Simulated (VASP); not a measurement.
Here is a VASP 6.6.1 calculation.

The input INCAR:

```
SYSTEM = C
PREC = Accurate
ENCUT = 520
EDIFF = 1E-6
ISMEAR = -1
SIGMA = 0.1
LREAL = .FALSE.
LASPH = .TRUE.
NELM = 60
ALGO = Normal
ISIF = 2
LWAVE = .FALSE.
LCHARG = .FALSE.
GGA = CA
NBANDS = 11
ISYM = 0
```

Contents of KPOINTS:

```
regular mesh
0
G
  17 17 12
  0 0 0
```

File POSCAR:

```
C
1.0
   -1.2486555249      1.2486533428      1.7658159437
    1.2486533428     -1.2486555249      1.7658159437
    1.2486555268      1.2486555268     -1.7658199403
C
2
Direct
    0.0000001058      0.9999998942      1.0000000000
    0.7499998942      0.2500001058      0.5000000000
```

Potentials or basis: VASP PAW LDA potentials, release 64 (C).

The run is started by

```console
$ cat potpaw_LDA.64/C/POTCAR > POTCAR
$ mpirun -np 1 vasp_std > vasp.out
```

Problem. What does it give for the pressure?

Solution. 1.6 GPa.

Problem. What does it give for the band gap on the k mesh?

Solution. 4.17 eV (least direct gap 5.63 eV).

A k mesh can miss the band edges.
